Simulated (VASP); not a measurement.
# YbN (F-43m) in VASP: notebook

The runs below take YbN through single point, with PBE+U.

Everything below comes from runs of VASP 6.6.1. Logs are shortened: lines on timing, memory, paths and dates and some standing lists are left out, and cuts for length are marked.

## 1. The cell of the first run

Symmetry: F-43m, No. 216, cubic system. Conventional cell: a = 5.280 Å, b = 5.280 Å, c = 5.280 Å, α = 90.00°, β = 90.00°, γ = 90.00°. Within 3.0 Å of Yb (site symmetry -43m) lie 4 N at 2.29 Å. Within 3.0 Å of N (site symmetry -43m) lie 4 Yb at 2.29 Å.

## 2. Single point, PBE+U, collinear spin, ferromagnetic start (18.40 Å³/atom)

File INCAR:

```
PREC = Accurate
ENCUT = 520
EDIFF = 1E-7
ISMEAR = 0
SIGMA = 0.05
LREAL = F
LASPH = T
NELM = 150
ALGO = Normal
ISIF = 2
LWAVE = F
LCHARG = T
ISPIN = 2
MAGMOM = 1.08 0.01
LORBIT = 11
LMAXMIX = 6
LDAU = T
LDAUTYPE = 2
LDAUL = 3 -1
LDAUU = 6 0
LDAUJ = 0 0
LDAUPRINT = 1
GGA = PE
LELF = T
LVHAR = T
NBANDS = 26
```

File KPOINTS:

```
Automatic mesh
0
Gamma
  8 8 8
```

File POSCAR:

```
YbN
1.0
    0.0000000000      2.6400564634      2.6400564634
    2.6400564634      0.0000000000      2.6400564634
    2.6400564634      2.6400564634      0.0000000000
Yb N
1 1
Direct
    0.0000000000      0.0000000000      0.0000000000
    0.2500000000      0.2500000000      0.2500000000
```

Potentials or basis: VASP PAW PBE potentials, release 64 (Yb, N).

Run with:

```sh
> cat potpaw_PBE.64/Yb/POTCAR potpaw_PBE.64/N/POTCAR > POTCAR
> mpirun -np 1 vasp_std > vasp.out
```

OUTCAR:

```text
PREC = Accurate
   ENCUT = 520
   EDIFF = 1E-7
   ISMEAR = 0
   LREAL = F
   LASPH = T
   NELM = 150
   ISIF = 2
   ISPIN = 2
   LORBIT = 11
   GGA = PE

 ion  position               nearest neighbor table
   1  0.000  0.000  0.000-   2 2.29   2 2.29   2 2.29   2 2.29
   2  0.250  0.250  0.250-   1 2.29   1 2.29   1 2.29   1 2.29

  LATTYP: Found a face centered cubic cell.
 ALAT       =     5.2801129268

  Lattice vectors:

 A1 = (   0.0000000000,   2.6400564634,   2.6400564634)
 A2 = (   2.6400564634,   0.0000000000,   2.6400564634)
 A3 = (   2.6400564634,   2.6400564634,   0.0000000000)

Analysis of symmetry for initial positions (statically):
=====================================================================
 Subroutine PRICEL returns:
 Original cell was already a primitive cell.

 Routine SETGRP: Setting up the symmetry group for a
 face centered cubic supercell.

 Subroutine GETGRP returns: Found 24 space group operations
 (whereof 24 operations were pure point group operations)
 out of a pool of 48 trial point group operations.

The static configuration has the point symmetry T_d .

Analysis of symmetry for dynamics (positions and initial velocities):
=====================================================================
 Subroutine PRICEL returns:
 Original cell was already a primitive cell.

 Routine SETGRP: Setting up the symmetry group for a
 face centered cubic supercell.

 Subroutine GETGRP returns: Found 24 space group operations
 (whereof 24 operations were pure point group operations)
 out of a pool of 48 trial point group operations.

The dynamic configuration has the point symmetry T_d .

[... 186 lines left out ...]
  o =  0.9914  v =  0.0000  0.0000  0.0000  0.0000  0.0000  0.0000  0.0000  0.0000 -0.0000  0.0000  0.2263  0.5965 -0.0000 -0.7701      0.0000  0.0000  0.0000  0.0000  0.0000  0.0000  0.0000  0.0000  0.0000  0.0000  0.0000  0.0000  0.0000  0.0000
  o =  0.9966  v =  0.0000 -1.0000 -0.0000  0.0000  0.0000 -0.0000 -0.0000  0.0000  0.0000  0.0000  0.0000  0.0000  0.0000  0.0000      0.0000  0.0000  0.0000  0.0000  0.0000  0.0000  0.0000  0.0000  0.0000  0.0000  0.0000  0.0000  0.0000  0.0000
  o =  0.9990  v =  0.0000 -0.0000  0.0000 -0.9589 -0.1738  0.0000  0.2244  0.0000  0.0000  0.0000  0.0000  0.0000  0.0000  0.0000      0.0000  0.0000  0.0000  0.0000  0.0000  0.0000  0.0000  0.0000  0.0000  0.0000  0.0000  0.0000  0.0000  0.0000
  o =  0.9990  v = -0.7906  0.0000 -0.6124 -0.0000  0.0000 -0.0000  0.0000  0.0000  0.0000  0.0000  0.0000  0.0000  0.0000  0.0000      0.0000  0.0000  0.0000  0.0000  0.0000  0.0000  0.0000  0.0000  0.0000  0.0000  0.0000  0.0000  0.0000  0.0000
  o =  0.9990  v =  0.0000  0.0000 -0.0000  0.2839 -0.5872 -0.0000  0.7580  0.0000  0.0000  0.0000  0.0000  0.0000  0.0000  0.0000      0.0000  0.0000  0.0000  0.0000  0.0000  0.0000  0.0000  0.0000  0.0000  0.0000  0.0000  0.0000  0.0000  0.0000
  o =  1.0006  v =  0.0000 -0.0000 -0.0000  0.0000 -0.0894  0.9936 -0.0693  0.0000  0.0000  0.0000  0.0000  0.0000  0.0000  0.0000      0.0000  0.0000  0.0000  0.0000  0.0000  0.0000  0.0000  0.0000  0.0000  0.0000  0.0000  0.0000  0.0000  0.0000
  o =  1.0006  v = -0.6124 -0.0000  0.7906  0.0000 -0.0000  0.0000 -0.0000  0.0000  0.0000  0.0000  0.0000  0.0000  0.0000  0.0000      0.0000  0.0000  0.0000  0.0000  0.0000  0.0000  0.0000  0.0000  0.0000  0.0000  0.0000  0.0000  0.0000  0.0000
  o =  1.0006  v =  0.0000 -0.0000  0.0000 -0.0000  0.7855  0.1131  0.6084  0.0000  0.0000  0.0000  0.0000  0.0000  0.0000  0.0000      0.0000  0.0000  0.0000  0.0000  0.0000  0.0000  0.0000  0.0000  0.0000  0.0000  0.0000  0.0000  0.0000  0.0000

 number of electron      29.0000001 magnetization       0.9999462

 Free energy of the ion-electron system (eV)
  ---------------------------------------------------
  ext. energy  EPLUGINS =         0.00000000
  ---------------------------------------------------
  free energy    TOTEN  =       -12.08634816 eV

  energy without entropy =      -12.08168052  energy(sigma->0) =      -12.08401434

 E-fermi :   0.7747     XC(G=0): -10.3218

 val. band max:        0.7651243272   @ k =   0.5000   0.1250   0.0000
 cond. band min:       0.7784416893   @ k =   0.2500   0.2500   0.0000
 fundamental gap:      0.0133173620
 Fermi energy:         0.7747039528

 spin component 1

 k-point     1 :       0.0000    0.0000    0.0000
  band No.  band energies     occupation
      1     -48.8628      1.00000
      2     -20.9952      1.00000
      3     -20.9952      1.00000
      4     -20.9952      1.00000
      5     -11.8792      1.00000
      6      -1.3986      1.00000
[... 1385 lines left out ...]
     25      19.0288      0.00000
     26      21.0999      0.00000

 [... further k-points ...]
[... 5 lines left out ...]
  --------------------------------------------------------------------------------------
  -------------------------------------------------------------------------------------
  Total       -0.7845677     -0.7845677     -0.7845677      0.0000000      0.0000000      0.0000000
  in kB      -34.1563427    -34.1563427    -34.1563427      0.0000000      0.0000000      0.0000000
  external PRESSURE =     -34.1563427 kB  Pullay stress =       0.0000000 kB

 VOLUME and BASIS-vectors are now :
 -----------------------------------------------------------------------------
  energy-cutoff  :      520.00
  volume of cell :       36.80
      direct lattice vectors                 reciprocal lattice vectors
     0.000000000  2.640056463  2.640056463    -0.189389889  0.189389889  0.189389889
     2.640056463  0.000000000  2.640056463     0.189389889 -0.189389889  0.189389889
     2.640056463  2.640056463  0.000000000     0.189389889  0.189389889 -0.189389889

 POSITION                                       TOTAL-FORCE (eV/Angst)
 -----------------------------------------------------------------------------------
      0.00000      0.00000      0.00000         0.000000      0.000000      0.000000
      1.32003      1.32003      1.32003        -0.000000     -0.000000     -0.000000
 -----------------------------------------------------------------------------------
    total drift:                               -0.000000     -0.000000     -0.000000

  FREE ENERGIE OF THE ION-ELECTRON SYSTEM (eV)
  ---------------------------------------------------
  free  energy   TOTEN  =       -12.0863481631 eV

  energy  without entropy=      -12.0816805176  energy(sigma->0) =      -12.08401434

 total charge

# of ion       s       p       d       f       tot
--------------------------------------------------
    1        2.163   6.085   0.557  13.494  22.298
    2        1.269   2.359   0.000   0.000   3.628
--------------------------------------------------
tot          3.431   8.444   0.557  13.494  25.926

 magnetization (x)

# of ion       s       p       d       f       tot
--------------------------------------------------
    1       -0.000   0.022   0.018   0.483   0.523
    2        0.008   0.342   0.000   0.000   0.350
--------------------------------------------------
tot          0.008   0.364   0.018   0.483   0.873
```

stdout:

```text
POSCAR found type information on POSCAR YbN
 POSCAR found :  2 types and       2 ions
 scaLAPACK will be used
 LDA part: xc-table for (Slater+PW92), standard interpolation
 POSCAR, INCAR and KPOINTS ok, starting setup
 FFT: planning ... GRIDC
 FFT: planning ... GRID_SOFT
 FFT: planning ... GRID
 WAVECAR not read
 entering main loop
```

It took 56 s on 1 thread of AMD EPYC 9R45 (Zen 5), shared host; peak memory 0.18 GiB.

Results:

* Free energy: -12.0863 eV
* Pressure: -3.4 GPa
* Band gap on the k mesh: zero (filled and empty bands overlap)
* Net moment: 1.00 μB per cell
* Site moments: Yb +0.52; N +0.35 μB
* Valence electrons inside the program's atomic spheres: Yb 22.30; N 3.63

Levels at points of the mesh, in eV from the Fermi level:
Spin up:
| k point | band 13 | band 14 | band 15 | band 16 | band 17 | band 18 |
| --- | --- | --- | --- | --- | --- | --- |
| (0.00, 0.00, 0.00) | -1.15 | -1.15 | -1.15 | 2.13 | 6.88 | 6.88 |
| (0.50, 0.00, 0.00) | -1.50 | -0.90 | -0.90 | 4.97 | 6.70 | 6.86 |
| (0.50, 0.50, 0.00) | -1.54 | -0.27 | -0.27 | 3.04 | 5.56 | 8.73 |
Spin down:
```tsv
k point	band 11	band 12	band 13	band 14	band 15	band 16	band 17	band 18
(0.00, 0.00, 0.00)	-0.72	-0.72	-0.33	-0.33	-0.33	2.23	6.93	6.93
(0.50, 0.00, 0.00)	-0.78	-0.78	-0.32	-0.11	-0.11	5.14	6.75	6.98
(0.50, 0.50, 0.00)	-0.71	-0.71	-0.41	0.51	0.51	3.00	5.79	8.76
```

Eigenvalues of the final occupation matrices:
```csv
site,spin,trace,eigenvalues
site 1 f,1,7.00,1.00 1.00 1.00 1.00 1.00 1.00 1.00
site 1 f,2,6.51,0.85 0.85 0.85 0.99 0.99 0.99 0.99
```

Caveat: the cell stands under tension; spin-orbit coupling is left out, which moves the levels of the heavy elements. The state reached can hang on the start; a lower one may exist.

## 3. Single point, PBE+U, collinear spin, ferromagnetic start (18.92 Å³/atom)

This run uses another cell than the first one, of 18.92 Å³/atom.

File INCAR:

```
PREC = Accurate
ENCUT = 520
EDIFF = 1E-6
ISMEAR = 0
SIGMA = 0.05
LREAL = False
LASPH = True
NELM = 150
ALGO = Normal
ISIF = 2
LWAVE = False
LCHARG = False
ISPIN = 2
MAGMOM = 1.08 0.01
LORBIT = 11
LMAXMIX = 6
LDAU = True
LDAUTYPE = 2
LDAUL = 3 -1
LDAUU = 6 0
LDAUJ = 0 0
LDAUPRINT = 1
GGA = PE
NBANDS = 26
```

KPOINTS is that of step 2.

File POSCAR:

```
YbN
1.0
    0.0000000000      2.6645028215      2.6645028215
    2.6645028215      0.0000000000      2.6645028215
    2.6645028215      2.6645028215      0.0000000000
Yb N
1 1
Direct
    0.0000000000      0.0000000000      0.0000000000
    0.2500000000      0.2500000000      0.2500000000
```

Potentials or basis: VASP PAW PBE potentials, release 64 (Yb, N).

Run with:

```sh
> cat potpaw_PBE.64/Yb/POTCAR potpaw_PBE.64/N/POTCAR > POTCAR
> mpirun -np 1 vasp_std > vasp.out
```

Wall time 54 s (1 thread of AMD EPYC 9R45 (Zen 5), shared host); peak memory 0.18 GiB.

Results (log left out):

```yaml
Free_energy: -12.0589 eV
Pressure: -5.1 GPa
Band_gap_on_the_k_mesh: zero (filled and empty bands overlap)
Net_moment: 1.00 μB per cell
Site_moments: Yb +0.51; N +0.36 μB
Valence_electrons_inside_the_program's_atomic_spheres: Yb 22.26; N 3.61
```

Levels at points of the mesh, in eV from the Fermi level:
Spin up:
```
           k point  band 13  band 14  band 15  band 16  band 17  band 18
(0.00, 0.00, 0.00)    -1.12    -1.12    -1.12     2.05     6.82     6.82
(0.50, 0.00, 0.00)    -1.47    -0.87    -0.87     4.91     6.58     6.79
(0.50, 0.50, 0.00)    -1.50    -0.29    -0.29     3.04     5.49     8.61
```
Spin down:
| k point | band 10 | band 11 | band 12 | band 13 | band 14 | band 15 | band 16 | band 17 | band 18 | band 19 |
| --- | --- | --- | --- | --- | --- | --- | --- | --- | --- | --- |
| (0.00, 0.00, 0.00) | -0.68 | -0.68 | -0.68 | -0.33 | -0.33 | -0.33 | 2.15 | 6.87 | 6.87 | 9.56 |
| (0.50, 0.00, 0.00) | -1.19 | -0.75 | -0.75 | -0.32 | -0.10 | -0.10 | 5.08 | 6.63 | 6.90 | 6.90 |
| (0.50, 0.50, 0.00) | -1.23 | -0.69 | -0.69 | -0.41 | 0.49 | 0.49 | 2.99 | 5.72 | 8.64 | 8.89 |

Eigenvalues of the final occupation matrices:
```tsv
site	spin	trace	eigenvalues
site 1 f	1	6.99	1.00 1.00 1.00 1.00 1.00 1.00 1.00
site 1 f	2	6.52	0.85 0.85 0.85 0.99 0.99 0.99 0.99
```

Caveat: the cell stands under tension; spin-orbit coupling is left out, which moves the levels of the heavy elements.
